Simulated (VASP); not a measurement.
# GaP (R-3m) in VASP: notebook

The runs below take GaP through single point, with LDA.

Program: VASP 6.6.1. These are calculated values, not measurements. Logs are shortened: lines on timing, memory, paths and dates and some standing lists are left out, and cuts for length are marked.

## Step 1: The cell of the first run

It takes space group R-3m (No. 166, trigonal). The conventional cell has a = 4.041 Å, b = 4.041 Å, c = 17.749 Å, α = 90.00°, β = 90.00°, γ = 120.00°. Ga (site symmetry 3m) has 1 Ga at 2.29 Å and 3 P at 2.46 Å within 3.0 Å. P (site symmetry 3m) has 1 P at 2.04 Å and 3 Ga at 2.46 Å within 2.7 Å.

## Step 2: Single point, LDA (strain +0.040 along x and y, -0.080 along z)

Contents of INCAR:

```
  PREC = Accurate
  ENCUT = 520
  EDIFF = 1E-7
  ISMEAR = 0
  SIGMA = 0.05
  LREAL = False
  LASPH = True
  NELM = 80
  ALGO = Normal
  ISIF = 2
  LWAVE = False
  LCHARG = False
  NBANDS = 26
```

Contents of KPOINTS:

```
Automatic mesh
0
Gamma
  12 12 12
```

Contents of POSCAR:

```
GaP
1.0
    2.0207357825      1.1666723480      5.9163452923
   -2.0207357825      1.1666723480      5.9163452923
    0.0000000000     -2.3333446960      5.9163452923
Ga P
2 2
Direct
    0.4353720000      0.4353720000      0.4353720000
    0.5646280000      0.5646280000      0.5646280000
    0.0573890000      0.0573890000      0.0573890000
    0.9426110000      0.9426110000      0.9426110000
```

Potentials or basis: VASP PAW LDA potentials, release 64 (Ga_d, P).

Command:

```sh
$ cat potpaw_LDA.64/Ga_d/POTCAR potpaw_LDA.64/P/POTCAR > POTCAR
$ mpirun -np 1 vasp_std > vasp.out
```

OUTCAR:

```text
PREC = Accurate
   ENCUT = 520
   EDIFF = 1E-7
   ISMEAR = 0
   LREAL = False
   LASPH = True
   NELM = 80
   ISIF = 2

 ion  position               nearest neighbor table
   1  0.435  0.435  0.435-   2 2.29   3 2.46   3 2.46   3 2.46
   2  0.565  0.565  0.565-   1 2.29   4 2.46   4 2.46   4 2.46
   3  0.057  0.057  0.057-   4 2.04   1 2.46   1 2.46   1 2.46
   4  0.943  0.943  0.943-   3 2.04   2 2.46   2 2.46   2 2.46

  LATTYP: Found a trigonal (rhomboedric) cell.
 ALAT       =     6.3598458384
 COS(alpha) =     0.7980909049

  Lattice vectors:

 A1 = (   2.0207357825,   1.1666723480,   5.9163452923)
 A2 = (  -2.0207357825,   1.1666723480,   5.9163452923)
 A3 = (   0.0000000000,  -2.3333446960,   5.9163452923)

Analysis of symmetry for initial positions (statically):
=====================================================================
 Subroutine PRICEL returns:
 Original cell was already a primitive cell.

 Routine SETGRP: Setting up the symmetry group for a
 trigonal (rhombohedral) supercell.

 Subroutine GETGRP returns: Found 12 space group operations
 (whereof 12 operations were pure point group operations)
 out of a pool of 12 trial point group operations.

The static configuration has the point symmetry D_3d.

Analysis of symmetry for dynamics (positions and initial velocities):
=====================================================================
 Subroutine PRICEL returns:
 Original cell was already a primitive cell.

 Routine SETGRP: Setting up the symmetry group for a
 trigonal (rhombohedral) supercell.

 Subroutine GETGRP returns: Found 12 space group operations
 (whereof 12 operations were pure point group operations)
 out of a pool of 12 trial point group operations.

The dynamic configuration has the point symmetry D_3d.

 Subroutine INISYM returns: Found 12 space group operations
 (whereof 12 operations are pure point group operations),
 and found     1 'primitive' translations

----------------------------------------------------------------------------------------

                                     Primitive cell

  volume of cell :      83.6880

  direct lattice vectors                    reciprocal lattice vectors
     2.020735783  1.166672348  5.916345292     0.247434625  0.142856447  0.056341088
    -2.020735783  1.166672348  5.916345292    -0.247434625  0.142856447  0.056341088
[... 82 lines left out ...]
   ICHARG =      2    charge: 1-file 2-atom 10-const
   ISPIN  =      1    spin polarized calculation?
   LNONCOLLINEAR =      F non collinear calculations
   LSORBIT =      F    spin-orbit coupling
   LASPH  =      T    aspherical Exc in radial PAW
   ENCUT  =  520.0 eV  38.22 Ry    6.18 a.u.  11.83 11.83 11.83*2*pi/ulx,y,z
   NELM   =     80;   NELMIN=  2; NELMDL= -5     # of ELM steps
   EDIFF  = 0.1E-06   stopping-criterion for ELM
   LREAL  =      F    real-space projection
   EDIFFG = 0.1E-05   stopping-criterion for IOM
   NSW    =      0    number of steps for IOM
   IBRION =     -1    ionic relax: 0-MD 1-quasi-New 2-CG
   NFREE  =      0    steps in history (QN), initial steepest desc. (CG)
   ISIF   =      2    stress and relaxation
   ISYM   =      2    0-nonsym 1-usesym 2-fastsym
   POTIM  = 0.5000    time-step for ionic-motion
   TEBEG  =    0.0;   TEEND  =   0.0 temperature during run
   PSTRESS=    0.0 pullay stress
   NELECT =      36.0000    total number of electrons
   NUPDOWN=      -1.0000    fix difference up-down
   EMIN   =  10.00;   EMAX   =-10.00  energy-range for DOS
   EFERMI =   0.00;   METHOD = LEGACY
   ISMEAR =     0;   SIGMA  =   0.05  broadening in eV -4-tet -1-fermi 0-gaus
   EFERMI_NEDOS =   21; number of points for ismear=-14 and -15
   IALGO  =     38    algorithm
   IMIX   =      4    mixing-type and parameters
     AMIX     =   0.40;   BMIX     =  1.00
     AMIX_MAG =   1.60;   BMIX_MAG =  1.00
  volume/ion in A,a.u.               =      20.92       141.19
  Fermi-wavevector in a.u.,A,eV,Ry     =   1.235818  2.335358 20.779453  1.527247
  Thomas-Fermi vector in A             =   2.370452
   LORBIT       =      0    0 simple, 1 ext, 2 COOP (PROOUT), +10 PAW based schemes
   GGA     = CA    functional components
   LHFCALC =     F    Hartree Fock is set to
   AEXX    =    0.0000 exact exchange contribution
   IVDW    =     0    specifies the selected vdW correction
   LEPSILON=     F    determine dielectric tensor
   LRPA    =     F    only Hartree local field effects (RPA)
 non-spin polarized calculation
 Gauss-broadening in eV      SIGMA  =   0.05
  energy-cutoff  :      520.00
  volume of cell :       83.69
 maximum number of plane-waves:      2280
   NGX = 23   NGY = 23   NGZ = 23

 number of electron      36.0000006 magnetization

 Free energy of the ion-electron system (eV)
  ---------------------------------------------------
  ext. energy  EPLUGINS =         0.00000000
  ---------------------------------------------------
  free energy    TOTEN  =       -19.79971440 eV

  energy without entropy =      -19.79954319  energy(sigma->0) =      -19.79962880

 E-fermi :   4.5477     XC(G=0):  -9.9956

 val. band max:        4.5403337393   @ k =   0.0000   0.0000   0.0000
 cond. band min:       4.5615970041   @ k =   0.1667   0.1667   0.1667
 fundamental gap:      0.0212632648
 Fermi energy:         4.5477331634

 k-point     1 :       0.0000    0.0000    0.0000
  band No.  band energies     occupation
      1     -10.5437      2.00000
      2     -10.3182      2.00000
      3     -10.3182      2.00000
      4     -10.2381      2.00000
      5     -10.2381      2.00000
      6     -10.1855      2.00000
[... 685 lines left out ...]
     25      11.2840      0.00000
     26      12.3132      0.00000

 [... further k-points ...]
[... 5 lines left out ...]
  --------------------------------------------------------------------------------------
  -------------------------------------------------------------------------------------
  Total       -5.1483661     -5.1483661      8.3986024      0.0000000      0.0000000      0.0000000
  in kB      -98.5636570    -98.5636570    160.7882851      0.0000000      0.0000000      0.0000000
  external PRESSURE =     -12.1130096 kB  Pullay stress =       0.0000000 kB

 VOLUME and BASIS-vectors are now :
 -----------------------------------------------------------------------------
  energy-cutoff  :      520.00
  volume of cell :       83.69
      direct lattice vectors                 reciprocal lattice vectors
     2.020735783  1.166672348  5.916345292     0.247434625  0.142856447  0.056341088
    -2.020735783  1.166672348  5.916345292    -0.247434625  0.142856447  0.056341088
     0.000000000 -2.333344696  5.916345292     0.000000000 -0.285712894  0.056341088

 POSITION                                       TOTAL-FORCE (eV/Angst)
 -----------------------------------------------------------------------------------
      0.00000      0.00000      7.72743         0.000000      0.000000     -0.909003
      0.00000      0.00000     10.02160         0.000000     -0.000000      0.909003
      0.00000      0.00000      1.01860         0.000000      0.000000      2.370476
      0.00000      0.00000     16.73044         0.000000     -0.000000     -2.370476
 -----------------------------------------------------------------------------------
    total drift:                               -0.000000      0.000000      0.000000

  FREE ENERGIE OF THE ION-ELECTRON SYSTEM (eV)
  ---------------------------------------------------
  free  energy   TOTEN  =       -19.7997143987 eV

  energy  without entropy=      -19.7995431932  energy(sigma->0) =      -19.79962880
```

OSZICAR:

```text
N       E                     dE             d eps       ncg     rms          rms(c)
DAV:   1     0.230347252138E+03    0.23035E+03   -0.17096E+04  9920   0.199E+03
DAV:   2     0.685242434542E+01   -0.22349E+03   -0.21562E+03 10590   0.431E+02
DAV:   3    -0.194589588432E+02   -0.26311E+02   -0.25885E+02 12490   0.120E+02
DAV:   4    -0.203199544327E+02   -0.86100E+00   -0.85830E+00 11612   0.221E+01
DAV:   5    -0.203433147307E+02   -0.23360E-01   -0.23338E-01 13312   0.336E+00    0.741E+00
DAV:   6    -0.199085712649E+02    0.43474E+00   -0.51929E-01 13606   0.992E+00    0.434E+00
DAV:   7    -0.198032302181E+02    0.10534E+00   -0.37196E-01 10806   0.307E+00    0.122E+00
DAV:   8    -0.198001368984E+02    0.30933E-02   -0.35598E-02 11662   0.162E+00    0.311E-01
DAV:   9    -0.197997194081E+02    0.41749E-03   -0.52528E-03 11994   0.724E-01    0.126E-01
DAV:  10    -0.197996971709E+02    0.22237E-04   -0.66850E-04 11724   0.241E-01    0.475E-02
DAV:  11    -0.197997148384E+02   -0.17667E-04   -0.75588E-05 12548   0.609E-02    0.150E-02
DAV:  12    -0.197997144354E+02    0.40306E-06   -0.11726E-05 12362   0.393E-02    0.107E-02
DAV:  13    -0.197997144059E+02    0.29429E-07   -0.19007E-06 11948   0.114E-02    0.203E-03
DAV:  14    -0.197997143987E+02    0.72259E-08   -0.19395E-07  8938   0.279E-03
   1 F= -.19799714E+02 E0= -.19799629E+02  d E =-.171206E-03
```

stdout:

```text
POSCAR found type information on POSCAR GaP
 POSCAR found :  2 types and       4 ions
 scaLAPACK will be used
 LDA part: xc-table for (Slater(with rela. corr.)+CA(PZ))
 , standard interpolation
 POSCAR, INCAR and KPOINTS ok, starting setup
 FFT: planning ... GRIDC
 FFT: planning ... GRID_SOFT
 FFT: planning ... GRID
 WAVECAR not read
 entering main loop
```

Wall time 9.4 min (1 thread of Intel Xeon Platinum 8488C (Sapphire Rapids), shared host); peak memory 0.5 GiB.

What came out:

```yaml
Free_energy: -19.7997 eV
Pressure: -1.2 GPa
Largest_force: 2.370 eV/Å
Band_gap_on_the_k_mesh: 0.02 eV (least direct gap 0.08 eV)
```

Forces in eV/Å, atoms in the order of the input:
```
Ga   0.000  0.000 -0.909
Ga   0.000  0.000  0.909
P    0.000  0.000  2.370
P    0.000  0.000 -2.370
```

Caveat: the cell differs from its parent crystal (strain +0.040 along x and y, -0.080 along z); the stress differs along the axes, from -10 to 16 GPa; semilocal functionals underestimate gaps, and a narrow one can read as zero; forces of over 1 eV/Å act on the atoms, so gaps and moduli don't describe the material at rest.

## Step 3: Single point, LDA (strain +0.040 along x and y, -0.040 along z)

Contents of INCAR:

```
  PREC = Accurate
  ENCUT = 520
  EDIFF = 1E-7
  ISMEAR = 0
  SIGMA = 0.05
  LREAL = F
  LASPH = T
  NELM = 80
  ALGO = Normal
  ISIF = 2
  LWAVE = F
  LCHARG = F
  NBANDS = 26
```

KPOINTS is that of step 2.

Contents of POSCAR:

```
GaP
1.0
    2.0207357825      1.1666723480      6.1735776963
   -2.0207357825      1.1666723480      6.1735776963
    0.0000000000     -2.3333446960      6.1735776963
Ga P
2 2
Direct
    0.4353720000      0.4353720000      0.4353720000
    0.5646280000      0.5646280000      0.5646280000
    0.0573890000      0.0573890000      0.0573890000
    0.9426110000      0.9426110000      0.9426110000
```

Potentials or basis: VASP PAW LDA potentials, release 64 (Ga_d, P).

Command:

```sh
$ cat potpaw_LDA.64/Ga_d/POTCAR potpaw_LDA.64/P/POTCAR > POTCAR
$ mpirun -np 1 vasp_std > vasp.out
```

Run time: 12 min. Hardware: 1 thread of Intel Xeon Platinum 8488C (Sapphire Rapids), shared host; peak memory 0.53 GiB.

The run converged. Its results:

```yaml
Free_energy: -20.0167 eV
Pressure: -5.4 GPa
Largest_force: 1.063 eV/Å
Band_gap_on_the_k_mesh: 0.26 eV (least direct gap 0.33 eV)
```

Forces in eV/Å, atoms in the order of the input:
```
Ga   0.000  0.000 -0.414
Ga   0.000  0.000  0.414
P    0.000  0.000  1.063
P    0.000  0.000 -1.063
```

Stress tensor (GPa, compression positive):
```
-9.97  0.00  0.00
 0.00 -9.97  0.00
 0.00  0.00  3.70
```

Levels at points of the mesh, in eV from the valence-band top:
```tsv
k point	band 14	band 15	band 16	band 17	band 18	band 19	band 20	band 21	band 22	band 23
(0.00, 0.00, 0.00)	-2.15	-2.15	-0.31	0.00	0.00	0.40	1.05	3.20	3.20	3.46
(0.50, 0.00, 0.00)	-5.16	-4.38	-2.98	-2.76	-1.69	1.28	2.54	4.39	4.74	6.21
(0.50, 0.50, 0.00)	-6.55	-3.53	-3.29	-0.99	-0.29	1.00	1.11	1.55	3.72	4.45
(0.50, 0.50, 0.50)	-3.54	-2.05	-2.05	-0.34	-0.34	0.30	1.79	3.48	3.48	4.89
```

Caveat: the cell differs from its parent crystal (strain +0.040 along x and y, -0.040 along z); the stress differs along the axes, from -10 to 4 GPa; semilocal functionals underestimate gaps, and a narrow one can read as zero; forces of over 1 eV/Å act on the atoms, so gaps and moduli don't describe the material at rest.
